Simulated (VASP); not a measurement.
GaAsSe3:

```
CELL_PARAMETERS angstrom
3.30000 1.90526 6.40000
-3.30000 1.90526 6.40000
0.00000 -3.81051 6.40000
ATOMIC_POSITIONS crystal
Ga 0.64500 0.64500 0.64500
Ga 0.35500 0.35500 0.35500
As 0.85400 0.85400 0.85400
As 0.14600 0.14600 0.14600
Se 0.95100 0.56200 0.22200
Se 0.22200 0.95100 0.56200
Se 0.56200 0.22200 0.95100
Se 0.04900 0.43800 0.77800
Se 0.77800 0.04900 0.43800
Se 0.43800 0.77800 0.04900
```

| Quantity | Value |
| --- | --- |
| Program | VASP 6.6.1 |
| Task | relaxation of cell and atoms |
| Functional | PBE |
| Potentials or basis | VASP PAW PBE potentials, release 64 (Ga_d, As, Se) |
| Cutoff | 600 eV |
| k mesh | 2 × 2 × 2 |
| Occupations | gaussian, width 0.15 eV |
| Spin | no spin polarisation |

At the start: pressure 1.7 GPa; volume 24.14 Å³/atom.

Task: How do energy, volume and symmetry change on relaxing?

Result: Over 9 steps the energy falls by 131.9 meV/atom and the volume is 23.84 Å³/atom (-1.3 %); space group R-3 (No. 148, to 0.05 Å).

Step by step:
| step | energy change (eV) | largest force (eV/Å) | pressure (GPa) | volume (Å³) |
| --- | --- | --- | --- | --- |
| 1 | 0.0000 | 1.6392 | 1.72 | 241.43 |
| 2 | -0.6670 | 0.9657 | -1.81 | 250.60 |
| 3 | -0.8218 | 0.5166 | -3.68 | 257.14 |
| 4 | -1.2621 | 0.1660 | -0.80 | 239.95 |
| 5 | -1.2782 | 0.1775 | 0.01 | 236.54 |
| 6 | -1.2938 | 0.1457 | 0.08 | 236.32 |
| 7 | -1.3117 | 0.1065 | 0.28 | 235.76 |
| 8 | -1.3119 | 0.1133 | 0.32 | 235.68 |
| 9 | -1.3189 | 0.0791 | -0.34 | 238.35 |

Final structure:
```
CELL_PARAMETERS angstrom
3.38421 1.95387 6.00784
-3.38421 1.95387 6.00784
0.00000 -3.90775 6.00784
ATOMIC_POSITIONS crystal
Ga 0.64728 0.64728 0.64728
Ga 0.35272 0.35272 0.35272
As 0.85090 0.85090 0.85090
As 0.14910 0.14910 0.14910
Se 0.95265 0.54505 0.25880
Se 0.25880 0.95265 0.54505
Se 0.54505 0.25880 0.95265
Se 0.04735 0.45495 0.74120
Se 0.74120 0.04735 0.45495
Se 0.45495 0.74120 0.04735
```

Caveat: the k points lie up to 0.56 Å⁻¹ apart in the final cell; the relaxation stopped at a loose force limit of 0.08 eV/Å, so its end isn't a converged minimum.
